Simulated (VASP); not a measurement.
# Ru (P6_3/mmc) in VASP: settings compared

Aim: see how the results for Ru move with the level of theory and the settings. Levels: r2SCAN+rVV10, BLYP+D4. Tasks: single point.

Everything below comes from runs of VASP 6.6.1. Logs are shortened: lines on timing, memory, paths and dates and some standing lists are left out, and cuts for length are marked.

### 1 The cell of the first run

The structure is hexagonal, space group P6_3/mmc (No. 194). Conventional cell: a = 2.706 Å, b = 2.706 Å, c = 4.282 Å, α = 90.00°, β = 90.00°, γ = 120.00°. Ru (site symmetry -6m2) has 12 Ru at 2.65 to 2.71 Å within 3.5 Å.

### 2 Single point, r2SCAN+rVV10

POSCAR reads:

```
Ru
1.0
    2.7058000000      0.0000000000      0.0000000000
   -1.3529000000      2.3432915376      0.0000000000
    0.0000000000      0.0000000000      4.2819000000
Ru
2
Direct
    0.6666666667      0.3333333333      0.7500000000
    0.3333333333      0.6666666667      0.2500000000
```

INCAR.step1 reads:

```
SYSTEM = Ru
  PREC = Accurate
  ENCUT = 620
  ISMEAR = -1
  SIGMA = 0.05
  LREAL = .False.
  LASPH = .True.
  NELM = 120
  NBANDS = 23
  GGA = PE
  ALGO = Normal
  EDIFF = 1E-5
  LWAVE = .True.
  LCHARG = .False.
  GGA_COMPAT = .False.
```

INCAR.step2 reads:

```
SYSTEM = Ru
  PREC = Accurate
  ENCUT = 620
  EDIFF = 1E-6
  ISMEAR = -1
  SIGMA = 0.05
  LREAL = .False.
  LASPH = .True.
  NELM = 120
  ALGO = Normal
  ISIF = 2
  LWAVE = .False.
  LCHARG = .False.
  METAGGA = R2SCAN
  LMIXTAU = .True.
  LUSE_VDW = .True.
  IVDW_NL = 2
  BPARAM = 11.95
  CPARAM = 0.0093
  NBANDS = 23
  ISTART = 1
  GGA_COMPAT = .False.
```

KPOINTS reads:

```
regular mesh
0
Gamma
  11 11 6
  0 0 0
```

Potentials or basis: VASP PAW PBE potentials, release 64 (Ru_sv).

Command:

```bash
> cat potpaw_PBE.64/Ru_sv/POTCAR > POTCAR
> cp INCAR.step1 INCAR
> mpirun -np 1 vasp_std > vasp.out
> cp INCAR.step2 INCAR
> mpirun -np 1 vasp_std > vasp.out
```

OUTCAR:

```text
SYSTEM = Ru
   PREC = Accurate
   ENCUT = 620
   EDIFF = 1E-6
   ISMEAR = -1
   LREAL = .False.
   LASPH = .True.
   NELM = 120
   ISIF = 2
   METAGGA = R2SCAN
   IVDW_NL = 2
   BPARAM = 11.95
   ISTART = 1

 ion  position               nearest neighbor table
   1  0.667  0.333  0.750-   2 2.65   2 2.65   2 2.65   2 2.65   2 2.65   2 2.65
   2  0.333  0.667  0.250-   1 2.65   1 2.65   1 2.65   1 2.65   1 2.65   1 2.65

  LATTYP: Found a hexagonal cell.
 ALAT       =     2.7058000000
 C/A-ratio  =     1.5824894671

  Lattice vectors:

 A1 = (   2.7058000000,   0.0000000000,   0.0000000000)
 A2 = (  -1.3529000000,   2.3432915376,   0.0000000000)
 A3 = (   0.0000000000,   0.0000000000,   4.2819000000)

Analysis of symmetry for initial positions (statically):
=====================================================================
 Subroutine PRICEL returns:
 Original cell was already a primitive cell.

 Routine SETGRP: Setting up the symmetry group for a
 hexagonal supercell.

 Subroutine GETGRP returns: Found 24 space group operations
 (whereof 12 operations were pure point group operations)
 out of a pool of 24 trial point group operations.

The static configuration has the point symmetry D_3d.
 The point group associated with its full space group is D_6h.

Analysis of symmetry for dynamics (positions and initial velocities):
=====================================================================
 Subroutine PRICEL returns:
 Original cell was already a primitive cell.

 Routine SETGRP: Setting up the symmetry group for a
 hexagonal supercell.

 Subroutine GETGRP returns: Found 24 space group operations
 (whereof 12 operations were pure point group operations)
 out of a pool of 24 trial point group operations.

The dynamic configuration has the point symmetry D_3d.
 The point group associated with its full space group is D_6h.

 Subroutine INISYM returns: Found 24 space group operations
 (whereof 12 operations are pure point group operations),
 and found     1 'primitive' translations

----------------------------------------------------------------------------------------

                                     Primitive cell

  volume of cell :      27.1493

  direct lattice vectors                    reciprocal lattice vectors
     2.705800000  0.000000000  0.000000000     0.369576465  0.213375072  0.000000000
    -1.352900000  2.343291538  0.000000000     0.000000000  0.426750144  0.000000000
     0.000000000  0.000000000  4.281900000     0.000000000  0.000000000  0.233541185

  length of vectors
     2.705800000  2.705800000  4.281900000     0.426750144  0.426750144  0.233541185

  position of ions in fractional coordinates (direct lattice)
     0.666666667  0.333333333  0.750000000
     0.333333333  0.666666667  0.250000000

  ion indices of the primitive-cell ions
   primitive index   ion index
                 1           1
                 2           2

----------------------------------------------------------------------------------------

 KPOINTS: regular mesh

Automatic generation of k-mesh.
 Grid dimensions read from file:
 generate k-points for:   11   11    6

 Generating k-lattice:

  Cartesian coordinates                     Fractional coordinates (reciprocal lattice)
     0.033597860  0.019397734  0.000000000     0.090909091  0.000000000  0.000000000
     0.000000000  0.038795468  0.000000000     0.000000000  0.090909091  0.000000000
     0.000000000  0.000000000  0.038923531     0.000000000  0.000000000  0.166666667

  Length of vectors
     0.038795468  0.038795468  0.038923531

  Shift w.r.t. Gamma in fractional coordinates (k-lattice)
     0.000000000  0.000000000  0.000000000

 Subroutine IBZKPT returns following result:
 ===========================================

 Found     64 irreducible k-points:

 Following reciprocal coordinates:
            Coordinates               Weight
  0.000000  0.000000  0.000000      1.000000
  0.090909  0.000000  0.000000      6.000000
  0.181818  0.000000  0.000000      6.000000
  0.272727  0.000000  0.000000      6.000000
  0.363636  0.000000  0.000000      6.000000
  0.454545  0.000000  0.000000      6.000000
[... 16 lines left out ...]
  0.090909  0.090909  0.166667     12.000000
  0.181818  0.090909  0.166667     24.000000
 [... further k-points ...]
   k-points           NKPTS =     64   k-points in BZ     NKDIM =     64   number of bands    NBANDS=     23
   number of dos      NEDOS =    301   number of ions     NIONS =      2
   total plane-waves  NPLWV =  20736
   dimension x,y,z NGX =    24 NGY =   24 NGZ =   36
   dimension x,y,z NGXF=    48 NGYF=   48 NGZF=   72
   ions per type =               2
   NGX,Y,Z   is equivalent  to a cutoff of  14.75, 14.75, 13.98 a.u.
   NGXF,Y,Z  is equivalent  to a cutoff of  29.49, 29.49, 27.95 a.u.
 SYSTEM =  Ru
   PREC   = accura    normal or accurate (medium, high low for compatibility)
   ISTART =      1    job   : 0-new  1-cont  2-samecut
   ICHARG =      0    charge: 1-file 2-atom 10-const
   ISPIN  =      1    spin polarized calculation?
   LNONCOLLINEAR =      F non collinear calculations
   LSORBIT =      F    spin-orbit coupling
   LASPH  =      T    aspherical Exc in radial PAW
   ENCUT  =  620.0 eV  45.57 Ry    6.75 a.u.   5.49  5.49  8.69*2*pi/ulx,y,z
   NELM   =    120;   NELMIN=  2; NELMDL=  0     # of ELM steps
   EDIFF  = 0.1E-05   stopping-criterion for ELM
   LREAL  =      F    real-space projection
[... 7 lines left out ...]
   TEBEG  =    0.0;   TEEND  =   0.0 temperature during run
   PSTRESS=    0.0 pullay stress
   NELECT =      32.0000    total number of electrons
   NUPDOWN=      -1.0000    fix difference up-down
   EMIN   =  10.00;   EMAX   =-10.00  energy-range for DOS
   EFERMI =   0.00;   METHOD = LEGACY
   ISMEAR =    -1;   SIGMA  =   0.05  broadening in eV -4-tet -1-fermi 0-gaus
   EFERMI_NEDOS =   21; number of points for ismear=-14 and -15
   IALGO  =     38    algorithm
   IMIX   =      4    mixing-type and parameters
     AMIX     =   0.40;   BMIX     =  1.00
     AMIX_MAG =   1.60;   BMIX_MAG =  1.00
  volume/ion in A,a.u.               =      13.57        91.61
  Fermi-wavevector in a.u.,A,eV,Ry     =   1.729307  3.267915 40.688237  2.990501
  Thomas-Fermi vector in A             =   2.804077
   LORBIT       =      0    0 simple, 1 ext, 2 COOP (PROOUT), +10 PAW based schemes
   METAGGA = R2SCAN    functional components
   LHFCALC =     F    Hartree Fock is set to
   AEXX    =    0.0000 exact exchange contribution
   IVDW_NL    =     2    kernel type
   BPARAM     =11.9500
   IVDW    =     0    specifies the selected vdW correction
   LEPSILON=     F    determine dielectric tensor
   LRPA    =     F    only Hartree local field effects (RPA)
 non-spin polarized calculation
  energy-cutoff  :      620.00
  volume of cell :       27.15
 maximum number of plane-waves:       984
 NGX is ok and might be reduce to    24
   NGX = 11   NGY = 11   NGZ = 17

 number of electron      31.9999998 magnetization

 Free energy of the ion-electron system (eV)
  ---------------------------------------------------
  ext. energy  EPLUGINS =         0.00000000
  ---------------------------------------------------
  free energy    TOTEN  =       -50.36691030 eV

  energy without entropy =      -50.35081832  energy(sigma->0) =      -50.35886431

 E-fermi :  14.9645     XC(G=0): -15.5667

 val. band max:       14.9448792319   @ k =   0.2727   0.0000   0.0000
 cond. band min:      14.9762470973   @ k =   0.3636   0.0000   0.3333
 fundamental gap:      0.0313678654
 Fermi energy:        14.9645043686

 k-point     1 :       0.0000    0.0000    0.0000
  band No.  band energies     occupation
      1     -60.2973      2.00000
      2     -60.0716      2.00000
      3     -30.0408      2.00000
      4     -29.0355      2.00000
      5     -29.0355      2.00000
      6     -28.8529      2.00000
[... 15 lines left out ...]
     22      30.5745      0.00000
     23      33.2013      0.00000

 k-point     2 :       0.0909    0.0000    0.0000
  band No.  band energies     occupation
      1     -60.2841      2.00000
      2     -60.0665      2.00000
      3     -30.0105      2.00000
      4     -29.0995      2.00000
      5     -29.0570      2.00000
      6     -28.9193      2.00000
[... 15 lines left out ...]
     22      31.0927      0.00000
     23      33.5534      0.00000

 k-point     3 :       0.1818    0.0000    0.0000
  band No.  band energies     occupation
      1     -60.2478      2.00000
      2     -60.0536      2.00000
      3     -29.9246      2.00000
      4     -29.2712      2.00000
      5     -29.1125      2.00000
      6     -29.0934      2.00000
[... 15 lines left out ...]
     22      31.5199      0.00000
     23      33.7890      0.00000

 k-point     4 :       0.2727    0.0000    0.0000
  band No.  band energies     occupation
      1     -60.1975      2.00000
      2     -60.0391      2.00000
      3     -29.7973      2.00000
      4     -29.4962      2.00000
      5     -29.3129      2.00000
      6     -29.1819      2.00000
[... 15 lines left out ...]
     22      29.0784      0.00000
     23      32.1431      0.00000

 k-point     5 :       0.3636    0.0000    0.0000
  band No.  band energies     occupation
      1     -60.1463      2.00000
      2     -60.0306      2.00000
      3     -29.7025      2.00000
      4     -29.6537      2.00000
      5     -29.5072      2.00000
      6     -29.2434      2.00000
[... 434 lines left out ...]
 k-point    22 :       0.4545    0.0000    0.1667
  band No.  band energies     occupation
      1     -60.1051      2.00000
      2     -60.0360      2.00000
      3     -29.8862      2.00000
      4     -29.6895      2.00000
      5     -29.4314      2.00000
      6     -29.2592      2.00000
[... 15 lines left out ...]
     22      27.3800      0.00000
     23      29.5945      0.00000

 k-point    23 :       0.0909    0.0909    0.1667
  band No.  band energies     occupation
      1     -60.2460      2.00000
      2     -60.0712      2.00000
      3     -29.8914      2.00000
      4     -29.1819      2.00000
      5     -29.1335      2.00000
      6     -29.0509      2.00000
[... 15 lines left out ...]
     22      31.3613      0.00000
     23      33.7313      0.00000

 k-point    24 :       0.1818    0.0909    0.1667
  band No.  band energies     occupation
      1     -60.2046      2.00000
      2     -60.0555      2.00000
      3     -29.8163      2.00000
      4     -29.3538      2.00000
      5     -29.3017      2.00000
      6     -29.1345      2.00000
[... 15 lines left out ...]
     22      30.7645      0.00000
     23      32.2968      0.00000

 [... further k-points ...]
[... 5 lines left out ...]
  --------------------------------------------------------------------------------------
  -------------------------------------------------------------------------------------
  Total       -0.6527566     -0.6527566     -0.8150319      0.0000000      0.0000000     -0.0000000
  in kB      -38.5215117    -38.5215117    -48.0979589      0.0000000      0.0000000     -0.0000000
  external PRESSURE =     -41.7136608 kB  Pullay stress =       0.0000000 kB

 VOLUME and BASIS-vectors are now :
 -----------------------------------------------------------------------------
  energy-cutoff  :      620.00
  volume of cell :       27.15
      direct lattice vectors                 reciprocal lattice vectors
     2.705800000  0.000000000  0.000000000     0.369576465  0.213375072  0.000000000
    -1.352900000  2.343291538  0.000000000     0.000000000  0.426750144  0.000000000
     0.000000000  0.000000000  4.281900000     0.000000000  0.000000000  0.233541185

 POSITION                                       TOTAL-FORCE (eV/Angst)
 -----------------------------------------------------------------------------------
      1.35290      0.78110      3.21143         0.000000     -0.000000      0.000000
     -0.00000      1.56219      1.07048        -0.000000      0.000000      0.000000
 -----------------------------------------------------------------------------------
    total drift:                               -0.000000      0.000000     -0.000000

  FREE ENERGIE OF THE ION-ELECTRON SYSTEM (eV)
  ---------------------------------------------------
  free  energy   TOTEN  =       -50.3669102974 eV

  energy  without entropy=      -50.3508183244  energy(sigma->0) =      -50.35886431
```

Run time: 2.3 min. Hardware: 1 thread of AMD EPYC 7R13 (Zen 3), shared host; peak memory 0.24 GiB.

What came out:

- Free energy: -50.3669 eV
- Pressure: -4.2 GPa
- Band gap on the k mesh: zero (bands 16 and 17 overlap by 3.21 eV)

Stress tensor (GPa, compression positive):
```
-3.85  0.00  0.00
 0.00 -3.85  0.00
 0.00  0.00 -4.81
```

Caveat: the cell stands under tension; the PAW data sets were made with another functional, which shifts forces and pressure a little.

### 3 Single point, BLYP+D4

This run uses another cell than the first one, of 13.03 Å³/atom.

INCAR reads:

```
AGGAC    = 1.0          
AGGAX    = 1.0          
ALDAC    = 0.0          
ALDAX    = 1.0          
ALGO     = Normal         # electronic algorithm
EDIFF    = 1E-6           # SCF threshold, eV
ENCUT    = 560            # plane-wave cutoff, eV
GGA      = B5             # functional
GGA_COMPAT= F            
ISIF     = 2              # what is computed and relaxed
ISMEAR   = -1             # smearing method
IVDW     = 13             # dispersion correction
LASPH    = T              # aspherical terms in the spheres
LCHARG   = F              # write CHGCAR
LREAL    = F              # projectors in reciprocal space
LWAVE    = F              # write WAVECAR
NBANDS   = 23             # bands
NELM     = 120            # most SCF steps
PREC     = Accurate       # precision mode
SIGMA    = 0.05           # smearing width, eV
VDW_A1   = 0.44488865   
VDW_A2   = 4.0933009    
VDW_S6   = 1.0          
VDW_S8   = 2.34076671
```

KPOINTS reads:

```
k-points
0
Gamma
  11 11 6
```

POSCAR reads:

```
Ru
1.0
    2.6692306523      0.0000000000      0.0000000000
   -1.3346153261      2.3116215535      0.0000000000
    0.0000000000      0.0000000000      4.2240293924
Ru
2
Direct
    0.6666666667      0.3333333333      0.7500000000
    0.3333333333      0.6666666667      0.2500000000
```

Potentials or basis: VASP PAW PBE potentials, release 64 (Ru_sv).

Command:

```bash
> cat potpaw_PBE.64/Ru_sv/POTCAR > POTCAR
> mpirun -np 1 vasp_std > vasp.out
```

It took 80 s on 1 thread of AMD EPYC 7R43 (Zen 3), shared host; peak memory 0.13 GiB.

Results (log left out):

- Free energy: -17.7409 eV
- Pressure: 22.4 GPa
- Band gap on the k mesh: zero (bands 16 and 17 overlap by 3.27 eV)
- Dispersion energy per atom: -1.051 eV

Stress tensor (GPa, compression positive):
```
22.08  0.00  0.00
 0.00 22.08  0.00
 0.00  0.00 23.05
```

Levels at points of the mesh, in eV from the Fermi level:
```tsv
k point	band 13	band 14	band 15	band 16	band 17	band 18	band 19	band 20
(0.00, 0.00, 0.00)	-2.52	-1.98	-1.98	-1.43	-1.43	1.31	1.31	1.74
(0.00, 0.00, 0.50)	-2.88	-2.88	-2.67	-2.67	0.63	0.63	0.63	0.63
```

Caveat: the cell stands under pressure; the dispersion term is far too large for a dense solid, which distorts pressure and volume; the PAW data sets were made with another functional, which shifts forces and pressure a little.

### 4 Single point, r2SCAN+rVV10

This run uses another cell than the first one, of 13.39 Å³/atom.

POSCAR reads:

```
Ru
1.0
    2.6947838688      0.0000000000      0.0000000000
   -1.3473919344      2.3337512881      0.0000000000
    0.0000000000      0.0000000000      4.2582128413
Ru
2
Direct
    0.6666666667      0.3333333333      0.7500000000
    0.3333333333      0.6666666667      0.2500000000
```

INCAR.step1 reads:

```
SYSTEM = Ru
PREC = Accurate
ENCUT = 620
ISMEAR = -1
SIGMA = 0.05
LREAL = .FALSE.
LASPH = .TRUE.
NELM = 120
NBANDS = 23
GGA = PE
ALGO = Normal
EDIFF = 1E-5
LWAVE = .TRUE.
LCHARG = .FALSE.
GGA_COMPAT = .FALSE.
```

INCAR.step2 reads:

```
SYSTEM = Ru
PREC = Accurate
ENCUT = 620
EDIFF = 1E-6
ISMEAR = -1
SIGMA = 0.05
LREAL = .FALSE.
LASPH = .TRUE.
NELM = 120
ALGO = Normal
ISIF = 2
LWAVE = .FALSE.
LCHARG = .FALSE.
METAGGA = R2SCAN
LMIXTAU = .TRUE.
LUSE_VDW = .TRUE.
IVDW_NL = 2
BPARAM = 11.95
CPARAM = 0.0093
NBANDS = 23
ISTART = 1
GGA_COMPAT = .FALSE.
```

KPOINTS reads:

```
regular mesh
0
G
  11 11 6
  0 0 0
```

Command:

```bash
> cat potpaw_PBE.64/Ru_sv/POTCAR > POTCAR
> cp INCAR.step1 INCAR
> mpirun -np 1 vasp_std > vasp.out
> cp INCAR.step2 INCAR
> mpirun -np 1 vasp_std > vasp.out
```

Run time: 86 s. Hardware: 1 thread of AMD EPYC 9R45 (Zen 5), shared host; peak memory 0.24 GiB.

The run converged. Its results:

| Property | Result |
| --- | --- |
| Free energy | -50.3710 eV |
| Pressure | 0.5 GPa |
| Band gap on the k mesh | zero (bands 16 and 17 overlap by 3.28 eV) |

Levels at points of the mesh, in eV from the Fermi level:
| k point | band 14 | band 15 | band 16 | band 17 | band 18 | band 19 |
| --- | --- | --- | --- | --- | --- | --- |
| (0.00, 0.00, 0.00) | -1.96 | -1.96 | -1.43 | -1.43 | 1.33 | 1.33 |
| (0.00, 0.00, 0.50) | -2.87 | -2.80 | -2.80 | 0.65 | 0.65 | 0.65 |

Caveat: the PAW data sets were made with another functional, which shifts forces and pressure a little.

### 5 Overview

```csv
level,cell,cutoff (eV),gap on the mesh (eV),pressure (GPa)
r2SCAN+rVV10,"a = 2.706, b = 2.706, c = 4.282 Å, angles 90.0, 90.0, 120.0°, 2 atoms",620,none,-4.2
BLYP+D4,"a = 2.669, b = 2.669, c = 4.224 Å, angles 90.0, 90.0, 120.0°, 2 atoms",560,none,22.4
r2SCAN+rVV10,"a = 2.695, b = 2.695, c = 4.258 Å, angles 90.0, 90.0, 120.0°, 2 atoms",620,none,0.5
```

Alike in all rows: task single point; potentials or basis VASP PAW PBE potentials, release 64 (Ru_sv); no spin polarisation; k mesh 11 × 11 × 6; smearing fermi-dirac 0.05 eV.

Caveats: the PAW data sets were made with another functional, which shifts forces and pressure a little; the cell stands under tension (at least some runs); the cell stands under pressure (at least some runs); the dispersion term is far too large for a dense solid, which distorts pressure and volume (at least some runs).

Total energies depend on the potentials used, so only differences within one code and one set of settings carry meaning.

The gap in the log of VASP goes by the Fermi energy; the results here count the filled bands.